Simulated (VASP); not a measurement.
# Na2S (Fm-3m) in VASP: a series of runs

Runs on Na2S. Level: PBE. Tasks: single point.

All numbers are computed with VASP 6.6.1; they aren't measurements. Logs are shortened: lines on timing, memory, paths and dates and some standing lists are left out, and cuts for length are marked.

### Step 1. The cell of the first run

The structure is cubic, space group Fm-3m (No. 225). Conventional cell: a = 6.547 Å, b = 6.547 Å, c = 6.547 Å, α = 90.00°, β = 90.00°, γ = 90.00°. Na (site symmetry -43m) has 4 S at 2.83 Å and 6 Na at 3.27 Å within 3.7 Å. S (site symmetry m-3m) has 8 Na at 2.83 Å within 3.7 Å.

### Step 2. Single point, PBE

Contents of INCAR:

```
  PREC = Accurate
  ENCUT = 500
  EDIFF = 1E-6
  ISMEAR = 0
  SIGMA = 0.01
  LREAL = F
  LASPH = T
  NELM = 120
  ALGO = Normal
  ISIF = 2
  LWAVE = F
  LCHARG = T
  GGA = PE
  LELF = T
  LVHAR = T
  NBANDS = 17
  GGA_COMPAT = F
```

Contents of KPOINTS:

```
regular mesh
0
Gamma
  2 2 2
```

Contents of POSCAR:

```
Na2S
1.0
    0.0000000000      3.2735000000      3.2735000000
    3.2735000000      0.0000000000      3.2735000000
    3.2735000000      3.2735000000      0.0000000000
Na S
2 1
Direct
    0.2500000000      0.2500000000      0.2500000000
    0.7500000000      0.7500000000      0.7500000000
    0.0000000000      0.0000000000      0.0000000000
```

Potentials or basis: VASP PAW PBE potentials, release 64 (Na_pv, S).

Run with:

```bash
cat potpaw_PBE.64/Na_pv/POTCAR potpaw_PBE.64/S/POTCAR > POTCAR
mpirun -np 1 vasp_std > vasp.out
```

OUTCAR:

```text
PREC = Accurate
   ENCUT = 500
   EDIFF = 1E-6
   ISMEAR = 0
   LREAL = F
   LASPH = T
   NELM = 120
   ISIF = 2
   GGA = PE

 ion  position               nearest neighbor table
   1  0.250  0.250  0.250-
   2  0.750  0.750  0.750-
   3  0.000  0.000  0.000-

  LATTYP: Found a face centered cubic cell.
 ALAT       =     6.5470000000

  Lattice vectors:

 A1 = (   0.0000000000,   3.2735000000,   3.2735000000)
 A2 = (   3.2735000000,   0.0000000000,   3.2735000000)
 A3 = (   3.2735000000,   3.2735000000,   0.0000000000)

Analysis of symmetry for initial positions (statically):
=====================================================================
 Subroutine PRICEL returns:
 Original cell was already a primitive cell.

 Routine SETGRP: Setting up the symmetry group for a
 face centered cubic supercell.

 Subroutine GETGRP returns: Found 48 space group operations
 (whereof 48 operations were pure point group operations)
 out of a pool of 48 trial point group operations.

The static configuration has the point symmetry O_h .

Analysis of symmetry for dynamics (positions and initial velocities):
=====================================================================
 Subroutine PRICEL returns:
 Original cell was already a primitive cell.

 Routine SETGRP: Setting up the symmetry group for a
 face centered cubic supercell.

 Subroutine GETGRP returns: Found 48 space group operations
 (whereof 48 operations were pure point group operations)
 out of a pool of 48 trial point group operations.

The dynamic configuration has the point symmetry O_h .

 Subroutine INISYM returns: Found 48 space group operations
 (whereof 48 operations are pure point group operations),
 and found     1 'primitive' translations

----------------------------------------------------------------------------------------

                                     Primitive cell

  volume of cell :      70.1564

  direct lattice vectors                    reciprocal lattice vectors
     0.000000000  3.273500000  3.273500000    -0.152741714  0.152741714  0.152741714
     3.273500000  0.000000000  3.273500000     0.152741714 -0.152741714  0.152741714
     3.273500000  3.273500000  0.000000000     0.152741714  0.152741714 -0.152741714

  length of vectors
[... 60 lines left out ...]
   ENCUT  =  500.0 eV  36.75 Ry    6.06 a.u.   8.44  8.44  8.44*2*pi/ulx,y,z
   NELM   =    120;   NELMIN=  2; NELMDL= -5     # of ELM steps
   EDIFF  = 0.1E-05   stopping-criterion for ELM
   LREAL  =      F    real-space projection
   EDIFFG = 0.1E-04   stopping-criterion for IOM
   NSW    =      0    number of steps for IOM
   IBRION =     -1    ionic relax: 0-MD 1-quasi-New 2-CG
   NFREE  =      0    steps in history (QN), initial steepest desc. (CG)
   ISIF   =      2    stress and relaxation
   ISYM   =      2    0-nonsym 1-usesym 2-fastsym
   POTIM  = 0.5000    time-step for ionic-motion
   TEBEG  =    0.0;   TEEND  =   0.0 temperature during run
   PSTRESS=    0.0 pullay stress
   NELECT =      20.0000    total number of electrons
   NUPDOWN=      -1.0000    fix difference up-down
   EMIN   =  10.00;   EMAX   =-10.00  energy-range for DOS
   EFERMI =   0.00;   METHOD = LEGACY
   ISMEAR =     0;   SIGMA  =   0.01  broadening in eV -4-tet -1-fermi 0-gaus
   EFERMI_NEDOS =   21; number of points for ismear=-14 and -15
   IALGO  =     38    algorithm
   IMIX   =      4    mixing-type and parameters
     AMIX     =   0.40;   BMIX     =  1.00
     AMIX_MAG =   1.60;   BMIX_MAG =  1.00
  volume/ion in A,a.u.               =      23.39       157.81
  Fermi-wavevector in a.u.,A,eV,Ry     =   1.077447  2.036079 15.794888  1.160892
  Thomas-Fermi vector in A             =   2.213359
   LORBIT       =      0    0 simple, 1 ext, 2 COOP (PROOUT), +10 PAW based schemes
   GGA     = PE    functional components
   LHFCALC =     F    Hartree Fock is set to
   AEXX    =    0.0000 exact exchange contribution
   IVDW    =     0    specifies the selected vdW correction
   LEPSILON=     F    determine dielectric tensor
   LRPA    =     F    only Hartree local field effects (RPA)
 non-spin polarized calculation
 Gauss-broadening in eV      SIGMA  =   0.01
  energy-cutoff  :      500.00
  volume of cell :       70.16
 maximum number of plane-waves:      1807
 NGX is ok and might be reduce to    36
   NGX = 17   NGY = 17   NGZ = 17

 number of electron      19.9999989 magnetization

 Free energy of the ion-electron system (eV)
  ---------------------------------------------------
  ext. energy  EPLUGINS =         0.00000000
  ---------------------------------------------------
  free energy    TOTEN  =        -9.66206522 eV

  energy without entropy =       -9.66206522  energy(sigma->0) =       -9.66206522

 E-fermi :   0.4330     XC(G=0):  -7.7387

 val. band max:        0.3711806587   @ k =   0.0000   0.0000   0.0000
 cond. band min:       2.7608457909   @ k =   0.0000   0.0000   0.0000
 fundamental gap:      2.3896651322
 Fermi energy:         0.4330182694

 k-point     1 :       0.0000    0.0000    0.0000
  band No.  band energies     occupation
      1     -22.1288      2.00000
      2     -22.1288      2.00000
      3     -22.1288      2.00000
      4     -22.0762      2.00000
      5     -22.0762      2.00000
      6     -22.0762      2.00000
[... 37 lines left out ...]
      4     -22.0691      2.00000
      5     -22.0691      2.00000
      6     -22.0627      2.00000
[... 9 lines left out ...]
     16      11.9220      0.00000
     17      12.2861      0.00000

------------------------ aborting loop because EDIFF is reached ----------------------------------------

  FORCE on cell =-STRESS in cart. coord.  units (eV):
  Direction    XX          YY          ZZ          XY          YZ          ZX
  --------------------------------------------------------------------------------------
  -------------------------------------------------------------------------------------
  Total        0.4446022      0.4446022      0.4446022     -0.0000000      0.0000000     -0.0000000
  in kB       10.1534858     10.1534858     10.1534858     -0.0000000      0.0000000     -0.0000000
  external PRESSURE =      10.1534858 kB  Pullay stress =       0.0000000 kB

 VOLUME and BASIS-vectors are now :
 -----------------------------------------------------------------------------
  energy-cutoff  :      500.00
  volume of cell :       70.16
      direct lattice vectors                 reciprocal lattice vectors
     0.000000000  3.273500000  3.273500000    -0.152741714  0.152741714  0.152741714
     3.273500000  0.000000000  3.273500000     0.152741714 -0.152741714  0.152741714
     3.273500000  3.273500000  0.000000000     0.152741714  0.152741714 -0.152741714

 POSITION                                       TOTAL-FORCE (eV/Angst)
 -----------------------------------------------------------------------------------
      1.63675      1.63675      1.63675         0.000000      0.000000      0.000000
      4.91025      4.91025      4.91025        -0.000000     -0.000000     -0.000000
      0.00000      0.00000      0.00000         0.000000     -0.000000     -0.000000
 -----------------------------------------------------------------------------------
    total drift:                                0.000000      0.000000      0.000000

  FREE ENERGIE OF THE ION-ELECTRON SYSTEM (eV)
  ---------------------------------------------------
  free  energy   TOTEN  =        -9.6620652213 eV

  energy  without entropy=       -9.6620652213  energy(sigma->0) =       -9.66206522
```

stdout:

```text
POSCAR found type information on POSCAR NaS
 POSCAR found :  2 types and       3 ions
 scaLAPACK will be used
 LDA part: xc-table for (Slater+PW92), standard interpolation
 POSCAR, INCAR and KPOINTS ok, starting setup
 FFT: planning ... GRIDC
 FFT: planning ... GRID_SOFT
 FFT: planning ... GRID
 WAVECAR not read
 entering main loop
```

Wall time 6.9 s (1 thread of Intel Xeon 6975P-C, shared host); peak memory 0.19 GiB.

Results:

| Quantity | Value |
| --- | --- |
| Free energy | -9.6621 eV |
| Pressure | 1.0 GPa |
| Band gap on the k mesh | 2.39 eV, direct |

Caveat: the k points lie up to 0.83 Å⁻¹ apart.

### Step 3. Single point, PBE

Contents of INCAR:

```
PREC = Accurate
ENCUT = 500
EDIFF = 1E-6
ISMEAR = 0
SIGMA = 0.01
LREAL = False
LASPH = True
NELM = 120
ALGO = Normal
ISIF = 2
LWAVE = False
LCHARG = False
GGA = PE
NBANDS = 17
GGA_COMPAT = False
```

Contents of KPOINTS:

```
Automatic mesh
0
Gamma
  4 4 4
```

POSCAR is that of step 2.

Potentials or basis: VASP PAW PBE potentials, release 64 (Na_pv, S).

Run with:

```bash
cat potpaw_PBE.64/Na_pv/POTCAR potpaw_PBE.64/S/POTCAR > POTCAR
mpirun -np 1 vasp_std > vasp.out
```

OUTCAR:

```text
PREC = Accurate
   ENCUT = 500
   EDIFF = 1E-6
   ISMEAR = 0
   LREAL = False
   LASPH = True
   NELM = 120
   ISIF = 2
   GGA = PE

 ion  position               nearest neighbor table
   1  0.250  0.250  0.250-
   2  0.750  0.750  0.750-
   3  0.000  0.000  0.000-

  LATTYP: Found a face centered cubic cell.
 ALAT       =     6.5470000000

  Lattice vectors:

 A1 = (   0.0000000000,   3.2735000000,   3.2735000000)
 A2 = (   3.2735000000,   0.0000000000,   3.2735000000)
 A3 = (   3.2735000000,   3.2735000000,   0.0000000000)

Analysis of symmetry for initial positions (statically):
=====================================================================
 Subroutine PRICEL returns:
 Original cell was already a primitive cell.

 Routine SETGRP: Setting up the symmetry group for a
 face centered cubic supercell.

 Subroutine GETGRP returns: Found 48 space group operations
 (whereof 48 operations were pure point group operations)
[... 145 lines left out ...]
  ---------------------------------------------------
  free energy    TOTEN  =        -9.97170408 eV

  energy without entropy =       -9.97170408  energy(sigma->0) =       -9.97170408

 E-fermi :   0.2704     XC(G=0):  -7.8105

 val. band max:        0.1813812882   @ k =   0.0000   0.0000   0.0000
 cond. band min:       2.6556889239   @ k =   0.0000   0.0000   0.0000
 fundamental gap:      2.4743076357
 Fermi energy:         0.2704032530

 k-point     1 :       0.0000    0.0000    0.0000
  band No.  band energies     occupation
      1     -22.0723      2.00000
      2     -22.0723      2.00000
      3     -22.0723      2.00000
      4     -22.0192      2.00000
      5     -22.0192      2.00000
      6     -22.0192      2.00000
[... 137 lines left out ...]
      4     -22.0478      2.00000
      5     -22.0092      2.00000
      6     -22.0085      2.00000
[... 9 lines left out ...]
     16      10.7460      0.00000
     17      12.1256      0.00000

------------------------ aborting loop because EDIFF is reached ----------------------------------------

  FORCE on cell =-STRESS in cart. coord.  units (eV):
  Direction    XX          YY          ZZ          XY          YZ          ZX
  --------------------------------------------------------------------------------------
  -------------------------------------------------------------------------------------
  Total        0.1261823      0.1261823      0.1261823      0.0000000      0.0000000      0.0000000
  in kB        2.8816543      2.8816543      2.8816543      0.0000000      0.0000000      0.0000000
  external PRESSURE =       2.8816543 kB  Pullay stress =       0.0000000 kB

 VOLUME and BASIS-vectors are now :
 -----------------------------------------------------------------------------
  energy-cutoff  :      500.00
  volume of cell :       70.16
      direct lattice vectors                 reciprocal lattice vectors
     0.000000000  3.273500000  3.273500000    -0.152741714  0.152741714  0.152741714
     3.273500000  0.000000000  3.273500000     0.152741714 -0.152741714  0.152741714
     3.273500000  3.273500000  0.000000000     0.152741714  0.152741714 -0.152741714

 POSITION                                       TOTAL-FORCE (eV/Angst)
 -----------------------------------------------------------------------------------
      1.63675      1.63675      1.63675        -0.000000     -0.000000     -0.000000
      4.91025      4.91025      4.91025         0.000000      0.000000      0.000000
      0.00000      0.00000      0.00000         0.000000     -0.000000     -0.000000
 -----------------------------------------------------------------------------------
    total drift:                                0.000000      0.000000      0.000000

  FREE ENERGIE OF THE ION-ELECTRON SYSTEM (eV)
  ---------------------------------------------------
  free  energy   TOTEN  =        -9.9717040757 eV

  energy  without entropy=       -9.9717040757  energy(sigma->0) =       -9.97170408
```

OSZICAR:

```text
N       E                     dE             d eps       ncg     rms          rms(c)
DAV:   1     0.148380884650E+03    0.14838E+03   -0.10094E+04   272   0.118E+03
DAV:   2     0.578436110257E+00   -0.14780E+03   -0.14348E+03   312   0.318E+02
DAV:   3    -0.106192505111E+02   -0.11198E+02   -0.11138E+02   321   0.875E+01
DAV:   4    -0.108211183100E+02   -0.20187E+00   -0.20173E+00   348   0.127E+01
DAV:   5    -0.108255966986E+02   -0.44784E-02   -0.44772E-02   339   0.187E+00    0.370E+00
DAV:   6    -0.100136220212E+02    0.81197E+00   -0.15887E+00   346   0.551E+00    0.295E+00
DAV:   7    -0.996050038136E+01    0.53122E-01   -0.23497E-01   324   0.204E+00    0.193E+00
DAV:   8    -0.997006447565E+01   -0.95641E-02   -0.19273E-02   291   0.110E+00    0.572E-01
DAV:   9    -0.996995517828E+01    0.10930E-03   -0.37181E-04   380   0.149E-01    0.483E-01
DAV:  10    -0.997165923481E+01   -0.17041E-02   -0.46567E-03   282   0.374E-01    0.249E-01
DAV:  11    -0.997167698851E+01   -0.17754E-04   -0.11028E-04   307   0.793E-02    0.121E-01
DAV:  12    -0.997170119330E+01   -0.24205E-04   -0.11011E-04   283   0.695E-02    0.738E-02
DAV:  13    -0.997170398554E+01   -0.27922E-05   -0.11360E-05   298   0.197E-02    0.143E-02
DAV:  14    -0.997170407570E+01   -0.90159E-07   -0.95052E-07   259   0.526E-03
   1 F= -.99717041E+01 E0= -.99717041E+01  d E =-.101125E-37
```

stdout:

```text
POSCAR found type information on POSCAR NaS
 POSCAR found :  2 types and       3 ions
 scaLAPACK will be used
 LDA part: xc-table for (Slater+PW92), standard interpolation
 POSCAR, INCAR and KPOINTS ok, starting setup
 FFT: planning ... GRIDC
 FFT: planning ... GRID_SOFT
 FFT: planning ... GRID
 WAVECAR not read
 entering main loop
```

Run time: 11 s. Hardware: 1 thread of Intel Xeon 6975P-C, shared host; peak memory 0.19 GiB.

What came out:

```yaml
Free_energy: -9.9717 eV
Pressure: 0.3 GPa
Band_gap_on_the_k_mesh: 2.47 eV, direct
```

As with any semilocal functional, this PBE gap is likely too small.

### Step 4. Single point, PBE

Contents of INCAR:

```
ALGO = Normal
EDIFF = 1E-6
ENCUT = 500
GGA = PE
GGA_COMPAT = False
ISIF = 2
ISMEAR = 0
LASPH = True
LCHARG = False
LREAL = False
LWAVE = False
NBANDS = 17
NELM = 120
PREC = Accurate
SIGMA = 0.01
```

Contents of KPOINTS:

```
k-points
0
Gamma
  8 8 8
```

POSCAR is that of step 3.

Run with:

```bash
cat potpaw_PBE.64/Na_pv/POTCAR potpaw_PBE.64/S/POTCAR > POTCAR
mpirun -np 1 vasp_std > vasp.out
```

Run time: 34 s. Hardware: 1 thread of Intel Xeon 6975P-C, shared host; peak memory 0.2 GiB.

The run converged. Its results:

```
Free energy            : -9.9754 eV
Pressure               : 0.3 GPa
Band gap on the k mesh : 2.48 eV, direct
```

Levels at points of the mesh, in eV from the valence-band top:
```csv
k point,band 8,band 9,band 10,band 11,band 12,band 13
"(0.00, 0.00, 0.00)",0.00,0.00,0.00,2.48,7.73,7.73
"(0.50, 0.00, 0.00)",-1.64,-0.13,-0.13,4.78,6.44,7.14
"(0.50, 0.50, 0.00)",-1.47,-0.46,-0.46,3.85,6.00,8.43
```

### Step 5. Summary

| k mesh | gap on the mesh (eV) | pressure (GPa) |
| --- | --- | --- |
| 2 × 2 × 2 | 2.39 | 1.0 |
| 4 × 4 × 4 | 2.47 | 0.3 |
| 8 × 8 × 8 | 2.48 | 0.3 |

Alike in all rows: task single point; level PBE; potentials or basis VASP PAW PBE potentials, release 64 (Na_pv, S); no spin polarisation; cell as given; cutoff (eV) 500; smearing gaussian 0.01 eV.

Caveats: some runs use coarse meshes.

Total energies depend on the potentials used, so only differences within one code and one set of settings carry meaning.
